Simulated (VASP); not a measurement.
# ReSbN (P4/nmm) in VASP: a series of runs

ReSbN is run at these levels: PBE; tasks: single point.

All numbers are computed with VASP 6.6.1; they aren't measurements. Logs are shortened: lines on timing, memory, paths and dates and some standing lists are left out, and cuts for length are marked.

**1. The cell of the first run**

Symmetry: P4/nmm, No. 129, tetragonal system. Conventional cell: a = 3.432 Å, b = 3.432 Å, c = 8.679 Å, α = 90.00°, β = 90.00°, γ = 90.00°. Re (site symmetry 4mm) has 4 N at 2.04 Å within 2.7 Å. Sb (site symmetry 4mm) has 5 Re at 3.02 to 3.99 Å and 4 N at 3.36 Å and 8 Sb at 3.43 to 3.77 Å within 4.0 Å. Within 2.7 Å of N (site symmetry -4m2) lie 4 Re at 2.04 Å and 4 N at 2.43 Å.

**2. Single point, PBE**

Contents of INCAR:

```
SYSTEM = ReSbN
PREC     = Accurate       ! precision mode
ENCUT    = 520            ! plane-wave cutoff, eV
EDIFF    = 1E-6           ! SCF threshold, eV
ISMEAR   = -1             ! smearing method
SIGMA    = 0.05           ! smearing width, eV
LREAL    = .FALSE.        ! projectors in reciprocal space
LASPH    = .TRUE.         ! aspherical terms in the spheres
NELM     = 80             ! most SCF steps
ALGO     = Normal         ! electronic algorithm
ISIF     = 2              ! what is computed and relaxed
LWAVE    = .FALSE.        ! write WAVECAR
LCHARG   = .FALSE.        ! write CHGCAR
GGA      = PE             ! functional
NBANDS   = 26             ! bands
```

Contents of KPOINTS:

```
Automatic mesh
0
G
  7 7 3
  0 0 0
```

Contents of POSCAR:

```
ReSbN
1.0
    3.4321230000      0.0000000000      0.0000000000
    0.0000000000      3.4321230000      0.0000000000
    0.0000000000      0.0000000000      8.6785532700
Re Sb N
2 2 2
Direct
    0.0000000000      0.5000000000      0.8732410000
    0.5000000000      0.0000000000      0.1267590000
    0.0000000000      0.5000000000      0.3334580000
    0.5000000000      0.0000000000      0.6665420000
    0.0000000000      0.0000000000      0.0000000000
    0.5000000000      0.5000000000      0.0000000000
```

Potentials or basis: VASP PAW PBE potentials, release 64 (Re, Sb, N).

Run with:

```bash
cat potpaw_PBE.64/Re/POTCAR potpaw_PBE.64/Sb/POTCAR potpaw_PBE.64/N/POTCAR > POTCAR
mpirun -np 1 vasp_std > vasp.out
```

OUTCAR:

```text
SYSTEM = ReSbN
   PREC = Accurate
   ENCUT = 520
   EDIFF = 1E-6
   ISMEAR = -1
   LREAL = .FALSE.
   LASPH = .TRUE.
   NELM = 80
   ISIF = 2
   GGA = PE

 ion  position               nearest neighbor table
   1  0.000  0.500  0.873-   5 2.04   6 2.04   5 2.04   6 2.04   4 3.02   4 3.02   4 3.02   4 3.02
                             2 3.28   2 3.28   2 3.28   2 3.28
   2  0.500  0.000  0.127-   5 2.04   6 2.04   6 2.04   5 2.04   3 3.02   3 3.02   3 3.02   3 3.02
                             1 3.28   1 3.28   1 3.28   1 3.28
   3  0.000  0.500  0.333-   2 3.02   2 3.02   2 3.02   2 3.02   4 3.77   4 3.77   4 3.77   4 3.77

   4  0.500  0.000  0.667-   1 3.02   1 3.02   1 3.02   1 3.02   3 3.77   3 3.77   3 3.77   3 3.77

   5  0.000  0.000  0.000-   1 2.04   2 2.04   1 2.04   2 2.04
   6  0.500  0.500  0.000-   1 2.04   2 2.04   2 2.04   1 2.04

  LATTYP: Found a simple tetragonal cell.
 ALAT       =     3.4321230000
 C/A-ratio  =     2.5286253640

  Lattice vectors:

 A1 = (   3.4321230000,   0.0000000000,   0.0000000000)
 A2 = (   0.0000000000,   3.4321230000,   0.0000000000)
 A3 = (   0.0000000000,   0.0000000000,   8.6785532700)

Analysis of symmetry for initial positions (statically):
=====================================================================
 Subroutine PRICEL returns:
 Original cell was already a primitive cell.

 Routine SETGRP: Setting up the symmetry group for a
 simple tetragonal supercell.

 Subroutine GETGRP returns: Found 16 space group operations
 (whereof  8 operations were pure point group operations)
 out of a pool of 16 trial point group operations.

The static configuration has the point symmetry D_2d.
 The point group associated with its full space group is D_4h.

Analysis of symmetry for dynamics (positions and initial velocities):
=====================================================================
 Subroutine PRICEL returns:
 Original cell was already a primitive cell.

 Routine SETGRP: Setting up the symmetry group for a
 simple tetragonal supercell.

 Subroutine GETGRP returns: Found 16 space group operations
 (whereof  8 operations were pure point group operations)
 out of a pool of 16 trial point group operations.

The dynamic configuration has the point symmetry D_2d.
[... 99 lines left out ...]
   LSORBIT =      F    spin-orbit coupling
   LASPH  =      T    aspherical Exc in radial PAW
   ENCUT  =  520.0 eV  38.22 Ry    6.18 a.u.   6.38  6.38 16.14*2*pi/ulx,y,z
   NELM   =     80;   NELMIN=  2; NELMDL= -5     # of ELM steps
   EDIFF  = 0.1E-05   stopping-criterion for ELM
   LREAL  =      F    real-space projection
   EDIFFG = 0.1E-04   stopping-criterion for IOM
   NSW    =      0    number of steps for IOM
   IBRION =     -1    ionic relax: 0-MD 1-quasi-New 2-CG
   NFREE  =      0    steps in history (QN), initial steepest desc. (CG)
   ISIF   =      2    stress and relaxation
   ISYM   =      2    0-nonsym 1-usesym 2-fastsym
   POTIM  = 0.5000    time-step for ionic-motion
   TEBEG  =    0.0;   TEEND  =   0.0 temperature during run
   PSTRESS=    0.0 pullay stress
   NELECT =      34.0000    total number of electrons
   NUPDOWN=      -1.0000    fix difference up-down
   EMIN   =  10.00;   EMAX   =-10.00  energy-range for DOS
   EFERMI =   0.00;   METHOD = LEGACY
   ISMEAR =    -1;   SIGMA  =   0.05  broadening in eV -4-tet -1-fermi 0-gaus
   EFERMI_NEDOS =   21; number of points for ismear=-14 and -15
   IALGO  =     38    algorithm
   IMIX   =      4    mixing-type and parameters
     AMIX     =   0.40;   BMIX     =  1.00
     AMIX_MAG =   1.60;   BMIX_MAG =  1.00
  volume/ion in A,a.u.               =      17.04       114.98
  Fermi-wavevector in a.u.,A,eV,Ry     =   1.134254  2.143428 17.504317  1.286531
  Thomas-Fermi vector in A             =   2.270957
   LORBIT       =      0    0 simple, 1 ext, 2 COOP (PROOUT), +10 PAW based schemes
   GGA     = PE    functional components
   LHFCALC =     F    Hartree Fock is set to
   AEXX    =    0.0000 exact exchange contribution
   IVDW    =     0    specifies the selected vdW correction
   LEPSILON=     F    determine dielectric tensor
   LRPA    =     F    only Hartree local field effects (RPA)
 non-spin polarized calculation
  energy-cutoff  :      520.00
  volume of cell :      102.23
 maximum number of plane-waves:      2777
 NGX is ok and might be reduce to    28
   NGX = 13   NGY = 13   NGZ = 33

 number of electron      34.0000001 magnetization

 Free energy of the ion-electron system (eV)
  ---------------------------------------------------
  ext. energy  EPLUGINS =         0.00000000
  ---------------------------------------------------
  free energy    TOTEN  =       -47.50146117 eV

  energy without entropy =      -47.48567756  energy(sigma->0) =      -47.49356936

 E-fermi :   7.4514     XC(G=0): -11.2603

 val. band max:        7.4019360028   @ k =   0.2857   0.1429   0.3333
 cond. band min:       7.5441809418   @ k =   0.1429   0.1429   0.3333
 fundamental gap:      0.1422449389
 Fermi energy:         7.4514169095

 k-point     1 :       0.0000    0.0000    0.0000
  band No.  band energies     occupation
      1     -10.1297      2.00000
      2      -7.1716      2.00000
      3      -3.4840      2.00000
      4      -3.3452      2.00000
      5      -0.1470      2.00000
      6      -0.1470      2.00000
[... 569 lines left out ...]
     25      11.0215      0.00000
     26      11.6123      0.00000

------------------------ aborting loop because EDIFF is reached ----------------------------------------

  FORCE on cell =-STRESS in cart. coord.  units (eV):
  Direction    XX          YY          ZZ          XY          YZ          ZX
  --------------------------------------------------------------------------------------
  -------------------------------------------------------------------------------------
  Total       -0.8286721     -0.8286721     -1.3281080      0.0000000      0.0000000     -0.0000000
  in kB      -12.9873419    -12.9873419    -20.8147387      0.0000000      0.0000000     -0.0000000
  external PRESSURE =     -15.5964742 kB  Pullay stress =       0.0000000 kB

 VOLUME and BASIS-vectors are now :
 -----------------------------------------------------------------------------
  energy-cutoff  :      520.00
  volume of cell :      102.23
      direct lattice vectors                 reciprocal lattice vectors
     3.432123000  0.000000000  0.000000000     0.291364849  0.000000000  0.000000000
     0.000000000  3.432123000  0.000000000     0.000000000  0.291364849  0.000000000
     0.000000000  0.000000000  8.678553270     0.000000000  0.000000000  0.115226579

 POSITION                                       TOTAL-FORCE (eV/Angst)
 -----------------------------------------------------------------------------------
      0.00000      1.71606      7.57847         0.000000      0.000000      0.143733
      1.71606      0.00000      1.10008        -0.000000      0.000000     -0.143733
      0.00000      1.71606      2.89393        -0.000000      0.000000     -0.179464
      1.71606      0.00000      5.78462        -0.000000      0.000000      0.179464
      0.00000      0.00000      0.00000        -0.000000     -0.000000      0.000000
      1.71606      1.71606      0.00000        -0.000000      0.000000      0.000000
 -----------------------------------------------------------------------------------
    total drift:                                0.000000      0.000000      0.000000

  FREE ENERGIE OF THE ION-ELECTRON SYSTEM (eV)
  ---------------------------------------------------
  free  energy   TOTEN  =       -47.5014611705 eV

  energy  without entropy=      -47.4856775593  energy(sigma->0) =      -47.49356936
```

It took 34 s on 1 thread of Intel Xeon 6975P-C (Granite Rapids), shared host; peak memory 0.25 GiB.

What came out:

```
Free energy            : -47.5015 eV
Pressure               : -1.6 GPa
Largest force          : 0.179 eV/Å
Band gap on the k mesh : zero (bands 17 and 18 overlap by 1.63 eV)
```

Forces in eV/Å, atoms in the order of the input:
```
Re   0.000  0.000  0.144
Re   0.000  0.000 -0.144
Sb   0.000  0.000 -0.179
Sb   0.000  0.000  0.179
N    0.000  0.000  0.000
N    0.000  0.000  0.000
```

Levels at points of the mesh, in eV from the Fermi level:
```csv
k point,band 15,band 16,band 17,band 18,band 19,band 20
"(0.00, 0.00, 0.00)",0.11,0.45,0.45,0.99,1.50,1.64
```

Caveat: spin-orbit coupling is left out, which moves the levels of the heavy elements; this functional lacks dispersion, which binds layers or chains, so the pressure and a relaxed spacing across them are unreliable.

**3. Single point, PBE**

This run uses another cell than the first one, of 17.21 Å³/atom.

Contents of INCAR:

```
SYSTEM = ReSbN
PREC = Accurate
ENCUT = 520
EDIFF = 1E-6
ISMEAR = -1
SIGMA = 0.05
LREAL = .FALSE.
LASPH = .TRUE.
NELM = 80
ALGO = Normal
ISIF = 2
LWAVE = .FALSE.
LCHARG = .FALSE.
GGA = PE
NBANDS = 26
```

Contents of KPOINTS:

```
regular mesh
0
G
  7 7 3
  0 0 0
```

Edit POSCAR of step 2 so:

```diff
@@ -4,3 +4,3 @@
     0.0000000000      3.4321230000      0.0000000000
-    0.0000000000      0.0000000000      8.6785532700
+    0.0000000000      0.0000000000      8.7644795400
 Re Sb N
```

Potentials or basis: VASP PAW PBE potentials, release 64 (Re, Sb, N).

Run with:

```bash
cat potpaw_PBE.64/Re/POTCAR potpaw_PBE.64/Sb/POTCAR potpaw_PBE.64/N/POTCAR > POTCAR
mpirun -np 1 vasp_std > vasp.out
```

Run time: 31 s. Hardware: 1 thread of Intel Xeon 6975P-C (Granite Rapids), shared host; peak memory 0.25 GiB.

The run converged. Its results:

| Quantity | Value |
| --- | --- |
| Free energy | -47.4814 eV |
| Pressure | -3.1 GPa |
| Largest force | 0.393 eV/Å |
| Band gap on the k mesh | zero (bands 17 and 18 overlap by 1.60 eV) |

Forces on the atoms (eV/Å):
```
Re   0.000  0.000  0.393
Re   0.000  0.000 -0.393
Sb   0.000  0.000 -0.310
Sb   0.000  0.000  0.310
N    0.000  0.000  0.000
N    0.000  0.000  0.000
```

Stress tensor (GPa, compression positive):
```
-2.39  0.00  0.00
 0.00 -2.39  0.00
 0.00  0.00 -4.40
```

Levels at points of the mesh, in eV from the Fermi level:
```tsv
k point	band 13	band 14	band 15	band 16	band 17	band 18	band 19	band 20	band 21	band 22
(0.00, 0.00, 0.00)	-0.91	-0.05	0.04	0.48	0.48	0.92	1.40	1.64	1.64	4.69
```

Caveat: the cell stands under tension; spin-orbit coupling is left out, which moves the levels of the heavy elements; this functional lacks dispersion, which binds layers or chains, so the pressure and a relaxed spacing across them are unreliable.

**4. Single point, PBE**

This run uses another cell than the first one, of 17.54 Å³/atom.

Contents of INCAR:

```
SYSTEM = ReSbN
PREC = Accurate
ENCUT = 520
EDIFF = 1E-7
ISMEAR = -1
SIGMA = 0.05
LREAL = .FALSE.
LASPH = .TRUE.
NELM = 80
ALGO = Normal
ISIF = 2
LWAVE = .FALSE.
LCHARG = .TRUE.
GGA = PE
LELF = .TRUE.
LVHAR = .TRUE.
NBANDS = 26
```

Contents of KPOINTS:

```
Automatic mesh
0
G
  7 7 3
  0 0 0
```

Edit POSCAR of step 3 so:

```diff
@@ -4,3 +4,3 @@
     0.0000000000      3.4321230000      0.0000000000
-    0.0000000000      0.0000000000      8.7644795400
+    0.0000000000      0.0000000000      8.9363320800
 Re Sb N
```

Run with:

```bash
cat potpaw_PBE.64/Re/POTCAR potpaw_PBE.64/Sb/POTCAR potpaw_PBE.64/N/POTCAR > POTCAR
mpirun -np 1 vasp_std > vasp.out
```

Wall time 40 s (1 thread of Intel Xeon 6975P-C (Granite Rapids), shared host); peak memory 0.25 GiB.

It converged, with:

- Free energy: -47.3992 eV
- Pressure: -5.8 GPa
- Largest force: 0.880 eV/Å
- Band gap on the k mesh: zero (bands 17 and 18 overlap by 1.52 eV)

Forces on the atoms (eV/Å):
```
Re   0.000  0.000  0.880
Re   0.000  0.000 -0.880
Sb   0.000  0.000 -0.556
Sb   0.000  0.000  0.556
N    0.000  0.000  0.000
N    0.000  0.000  0.000
```

Stress tensor (GPa, compression positive):
```
-4.39  0.00  0.00
 0.00 -4.39  0.00
 0.00  0.00 -8.68
```

Levels at points of the mesh, in eV from the Fermi level:
```csv
k point,band 15,band 16,band 17,band 18,band 19,band 20
"(0.00, 0.00, 0.00)",-0.02,0.55,0.55,0.79,1.22,1.64
```

Caveat: the cell stands under tension; spin-orbit coupling is left out, which moves the levels of the heavy elements; this functional lacks dispersion, which binds layers or chains, so the pressure and a relaxed spacing across them are unreliable.

**5. Overview**

```tsv
cell	gap on the mesh (eV)	pressure (GPa)	largest force (eV/Å)
a = 3.432, b = 3.432, c = 8.679 Å, 6 atoms	none	-1.6	0.18
a = 3.432, b = 3.432, c = 8.764 Å, 6 atoms	none	-3.1	0.39
a = 3.432, b = 3.432, c = 8.936 Å, 6 atoms	none	-5.8	0.88
```

Alike in all rows: task single point; level PBE; potentials or basis VASP PAW PBE potentials, release 64 (Re, Sb, N); no spin polarisation; k mesh 7 × 7 × 3; cutoff (eV) 520; smearing fermi-dirac 0.05 eV.

Caveats: spin-orbit coupling is left out, which moves the levels of the heavy elements; this functional lacks dispersion, which binds layers or chains, so the pressure and a relaxed spacing across them are unreliable; the cell stands under tension (at least some runs).

Total energies depend on the potentials used, so only differences within one code and one set of settings carry meaning.

The gap in the log of VASP goes by the Fermi energy; the results here count the filled bands.